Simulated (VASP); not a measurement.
# AgW2 (R-3m) in VASP: further runs, part 2 of 2

VASP 6.6.1.

## (3) Single point, PBE

This run uses another cell than the first one, of 17.82 Å³/atom, 1.002 times its volume.

INCAR reads:

```
  PREC = Accurate
  ENCUT = 520
  EDIFF = 1E-7
  ISMEAR = 0
  SIGMA = 0.1
  LREAL = F
  LASPH = T
  NELM = 80
  ALGO = Normal
  ISIF = 2
  LWAVE = F
  LCHARG = F
  GGA = PE
  NBANDS = 26
```

KPOINTS reads:

```
regular mesh
0
Gamma
  6 6 6
```

POSCAR reads:

```
AgW2
1.0
    1.5262398443      0.8811749850      6.6269459531
   -1.5262398443      0.8811749850      6.6269459531
    0.0000000000     -1.7623499700      6.6269459531
Ag W
1 2
Direct
    0.0000000000      0.0000000000      0.0000000000
    0.7879012170      0.7879012170      0.7879012170
    0.2120987830      0.2120987830      0.2120987830
```

Potentials or basis: VASP PAW PBE potentials, release 64 (Ag, W_sv).

On the command line:

```sh
$ cat potpaw_PBE.64/Ag/POTCAR potpaw_PBE.64/W_sv/POTCAR > POTCAR
$ mpirun -np 1 vasp_std > vasp.out
```

OUTCAR:

```text
PREC = Accurate
   ENCUT = 520
   EDIFF = 1E-7
   ISMEAR = 0
   LREAL = F
   LASPH = T
   NELM = 80
   ISIF = 2
   GGA = PE

 ion  position               nearest neighbor table
   1  0.000  0.000  0.000-   2 2.99   2 2.99   3 2.99   3 2.99   2 2.99   3 2.99
   2  0.788  0.788  0.788-   3 2.52   3 2.52   3 2.52   1 2.99   1 2.99   1 2.99
   3  0.212  0.212  0.212-   2 2.52   2 2.52   2 2.52   1 2.99   1 2.99   1 2.99

  LATTYP: Found a trigonal (rhomboedric) cell.
 ALAT       =     6.8572800790
 COS(alpha) =     0.9009232405

  Lattice vectors:
[... 195 lines left out ...]
      5     -28.9183      2.00000
      6     -28.5008      2.00000
[... 685 lines left out ...]
     25      14.1013      0.00000
     26      14.4561      0.00000

 [... further k-points ...]
[... 5 lines left out ...]
  --------------------------------------------------------------------------------------
  -------------------------------------------------------------------------------------
  Total        0.1361761      0.1361761      0.1825944      0.0000000     -0.0000000      0.0000000
  in kB        4.0800146      4.0800146      5.4707693      0.0000000     -0.0000000      0.0000000
  external PRESSURE =       4.5435995 kB  Pullay stress =       0.0000000 kB

 VOLUME and BASIS-vectors are now :
 -----------------------------------------------------------------------------
  energy-cutoff  :      520.00
  volume of cell :       53.47
      direct lattice vectors                 reciprocal lattice vectors
     1.526239844  0.881174985  6.626945953     0.327602507  0.189141396  0.050299691
    -1.526239844  0.881174985  6.626945953    -0.327602507  0.189141396  0.050299691
     0.000000000 -1.762349970  6.626945953     0.000000000 -0.378282792  0.050299691

 POSITION                                       TOTAL-FORCE (eV/Angst)
 -----------------------------------------------------------------------------------
      0.00000      0.00000      0.00000        -0.000000      0.000000      0.000000
      0.00000      0.00000     15.66414         0.000000     -0.000000     -0.077369
      0.00000      0.00000      4.21670         0.000000     -0.000000      0.077369
 -----------------------------------------------------------------------------------
    total drift:                               -0.000000     -0.000000      0.000000

  FREE ENERGIE OF THE ION-ELECTRON SYSTEM (eV)
  ---------------------------------------------------
  free  energy   TOTEN  =       -26.6811341270 eV

  energy  without entropy=      -26.6679057581  energy(sigma->0) =      -26.67451994
```

OSZICAR:

```text
N       E                     dE             d eps       ncg     rms          rms(c)
DAV:   1     0.411411013165E+03    0.41141E+03   -0.22467E+04  1720   0.163E+03
DAV:   2    -0.129987619308E+02   -0.42441E+03   -0.41533E+03  1842   0.483E+02
DAV:   3    -0.284383250766E+02   -0.15440E+02   -0.15062E+02  2028   0.924E+01
DAV:   4    -0.286736361110E+02   -0.23531E+00   -0.23440E+00  1788   0.112E+01
DAV:   5    -0.286765025855E+02   -0.28665E-02   -0.28660E-02  1814   0.136E+00    0.273E+01
DAV:   6    -0.271065389547E+02    0.15700E+01   -0.91413E+00  1878   0.300E+01    0.129E+01
DAV:   7    -0.267538419441E+02    0.35270E+00   -0.24716E+00  1856   0.147E+01    0.347E+00
DAV:   8    -0.266852494197E+02    0.68593E-01   -0.33740E-01  1752   0.503E+00    0.911E-01
DAV:   9    -0.266837158576E+02    0.15336E-02   -0.46910E-02  1928   0.223E+00    0.592E-01
DAV:  10    -0.266811557537E+02    0.25601E-02   -0.13508E-02  1868   0.115E+00    0.884E-02
DAV:  11    -0.266811229796E+02    0.32774E-04   -0.75148E-04  1776   0.252E-01    0.710E-02
DAV:  12    -0.266811371998E+02   -0.14220E-04   -0.41816E-05  1734   0.568E-02    0.168E-02
DAV:  13    -0.266811345109E+02    0.26888E-05   -0.75770E-06  1848   0.279E-02    0.294E-03
DAV:  14    -0.266811342008E+02    0.31014E-06   -0.11377E-06  1756   0.876E-03    0.277E-03
DAV:  15    -0.266811341270E+02    0.73791E-07   -0.12804E-07   982   0.469E-03
   1 F= -.26681134E+02 E0= -.26674520E+02  d E =-.132284E-01
```

stdout:

```text
POSCAR found type information on POSCAR AgW
 POSCAR found :  2 types and       3 ions
 scaLAPACK will be used
 LDA part: xc-table for (Slater+PW92), standard interpolation
 POSCAR, INCAR and KPOINTS ok, starting setup
 FFT: planning ... GRIDC
 FFT: planning ... GRID_SOFT
 FFT: planning ... GRID
 WAVECAR not read
 entering main loop
```

It took 2.8 min on 1 thread of AMD EPYC 9R45 (Zen 5), shared host; peak memory 0.36 GiB.

Results:

```
Free energy   : -26.6811 eV
Pressure      : 0.5 GPa
Largest force : 0.077 eV/Å
```

Forces on the atoms (eV/Å):
```
Ag   0.000  0.000  0.000
W    0.000  0.000 -0.077
W    0.000  0.000  0.077
```

Stress tensor (GPa, compression positive):
```
0.41 0.00 0.00
0.00 0.41 0.00
0.00 0.00 0.55
```

Caveat: the k points lie up to 0.40 Å⁻¹ apart; spin-orbit coupling is left out, which moves the levels of the heavy elements.

## (4) Single point, PBE

This run uses another cell than the first one, of 17.91 Å³/atom, 1.007 times its volume.

INCAR reads:

```
SYSTEM = AgW2
ALGO = Fast ; EDIFF = 1E-6
ENCUT = 520 ; GGA = PE
ISIF = 2 ; ISMEAR = 0
LASPH = .TRUE. ; LCHARG = .FALSE.
LREAL = .FALSE. ; LWAVE = .FALSE.
NBANDS = 26 ; NELM = 60
PREC = Accurate ; SIGMA = 0.1
```

KPOINTS reads:

```
k-points
0
G
  18 18 18
  0 0 0
```

POSCAR reads:

```
AgW2
1.0
    1.5354305045      0.8864812151      6.5801342789
   -1.5354305045      0.8864812151      6.5801342789
    0.0000000000     -1.7729624301      6.5801342789
Ag W
1 2
Direct
    0.0000000000      0.0000000000      0.0000000000
    0.7880662970      0.7880662970      0.7880662970
    0.2119337030      0.2119337030      0.2119337030
```

Potentials or basis: VASP PAW PBE potentials, release 64 (Ag, W_sv).

On the command line:

```sh
$ cat potpaw_PBE.64/Ag/POTCAR potpaw_PBE.64/W_sv/POTCAR > POTCAR
$ mpirun -np 1 vasp_std > vasp.out
```

OUTCAR:

```text
SYSTEM = AgW2
   EDIFF = 1E-6
   ENCUT = 520
   GGA = PE
   ISIF = 2
   ISMEAR = 0
   LASPH = .TRUE.
   LREAL = .FALSE.
   NELM = 60
   PREC = Accurate

 ion  position               nearest neighbor table
   1  0.000  0.000  0.000-   2 2.98   3 2.98   2 2.98   2 2.98   3 2.98   3 2.98
   2  0.788  0.788  0.788-   3 2.52   3 2.52   3 2.52   1 2.98   1 2.98   1 2.98
   3  0.212  0.212  0.212-   2 2.52   2 2.52   2 2.52   1 2.98   1 2.98   1 2.98

  LATTYP: Found a trigonal (rhomboedric) cell.
 ALAT       =     6.8148046859
 COS(alpha) =     0.8984725454
[... 199 lines left out ...]
      6     -28.5638      2.00000
[... 685 lines left out ...]
     25      13.5142      0.00000
     26      14.4548      0.00000

 [... further k-points ...]
[... 5 lines left out ...]
  --------------------------------------------------------------------------------------
  -------------------------------------------------------------------------------------
  Total        0.1337044      0.1337044      0.1946318      0.0000000      0.0000000      0.0000000
  in kB        3.9863052      3.9863052      5.8028132      0.0000000      0.0000000      0.0000000
  external PRESSURE =       4.5918079 kB  Pullay stress =       0.0000000 kB

 VOLUME and BASIS-vectors are now :
 -----------------------------------------------------------------------------
  energy-cutoff  :      520.00
  volume of cell :       53.74
      direct lattice vectors                 reciprocal lattice vectors
     1.535430505  0.886481215  6.580134279     0.325641570  0.188009248  0.050657528
    -1.535430505  0.886481215  6.580134279    -0.325641570  0.188009248  0.050657528
     0.000000000 -1.772962430  6.580134279     0.000000000 -0.376018496  0.050657528

 POSITION                                       TOTAL-FORCE (eV/Angst)
 -----------------------------------------------------------------------------------
      0.00000      0.00000      0.00000         0.000000      0.000000      0.000000
      0.00000      0.00000     15.55675         0.000000     -0.000000     -0.079053
      0.00000      0.00000      4.18366         0.000000      0.000000      0.079053
 -----------------------------------------------------------------------------------
    total drift:                                0.000000     -0.000000      0.000000

  FREE ENERGIE OF THE ION-ELECTRON SYSTEM (eV)
  ---------------------------------------------------
  free  energy   TOTEN  =       -26.6431324201 eV

  energy  without entropy=      -26.6321742860  energy(sigma->0) =      -26.63765335
```

stdout:

```text
POSCAR found type information on POSCAR AgW
 POSCAR found :  2 types and       3 ions
 scaLAPACK will be used
 LDA part: xc-table for (Slater+PW92), standard interpolation
 POSCAR, INCAR and KPOINTS ok, starting setup
 FFT: planning ... GRIDC
 FFT: planning ... GRID_SOFT
 FFT: planning ... GRID
 WAVECAR not read
 entering main loop
WARNING in EDDRMM: call to ZHEGV failed, returncode =   6  3     25
WARNING in EDDRMM: call to ZHEGV failed, returncode =   8  4     26
WARNING in EDDRMM: call to ZHEGV failed, returncode =   6  3     25
WARNING in EDDRMM: call to ZHEGV failed, returncode =   8  4     26
WARNING in EDDRMM: call to ZHEGV failed, returncode =   8  4     26
WARNING in EDDRMM: call to ZHEGV failed, returncode =   6  3     22
WARNING in EDDRMM: call to ZHEGV failed, returncode =   8  4     25
WARNING in EDDRMM: call to ZHEGV failed, returncode =   8  4     24
WARNING in EDDRMM: call to ZHEGV failed, returncode =   8  4     26
WARNING in EDDRMM: call to ZHEGV failed, returncode =   6  3     26
```

Wall time 54 min (1 thread of AMD EPYC 9R45 (Zen 5), shared host); peak memory 0.92 GiB.

What came out:

| Property | Result |
| --- | --- |
| Free energy | -26.6431 eV |
| Pressure | 0.5 GPa |
| Largest force | 0.079 eV/Å |

Forces on the atoms (eV/Å):
```
Ag   0.000  0.000  0.000
W    0.000  0.000 -0.079
W    0.000  0.000  0.079
```

Caveat: spin-orbit coupling is left out, which moves the levels of the heavy elements.

## (5) Overview

```tsv
cell	k mesh	gap on the mesh (eV)	pressure (GPa)	largest force (eV/Å)
a = 5.566 Å, angles 36.0°, 3 atoms	6 × 6 × 6	none	36.8	7.73
a = 6.857 Å, angles 25.7°, 3 atoms	6 × 6 × 6	none	0.5	0.08
a = 6.815 Å, angles 26.0°, 3 atoms	18 × 18 × 18	none	0.5	0.08
```

Alike in all rows: task single point; level PBE; potentials or basis VASP PAW PBE potentials, release 64 (Ag, W_sv); no spin polarisation; cutoff (eV) 520; smearing gaussian 0.1 eV.

Caveats: some runs use coarse meshes; spin-orbit coupling is left out, which moves the levels of the heavy elements; forces of over 1 eV/Å act on the atoms, so gaps and moduli don't describe the material at rest (some runs).

Total energies depend on the potentials used, so only differences within one code and one set of settings carry meaning.
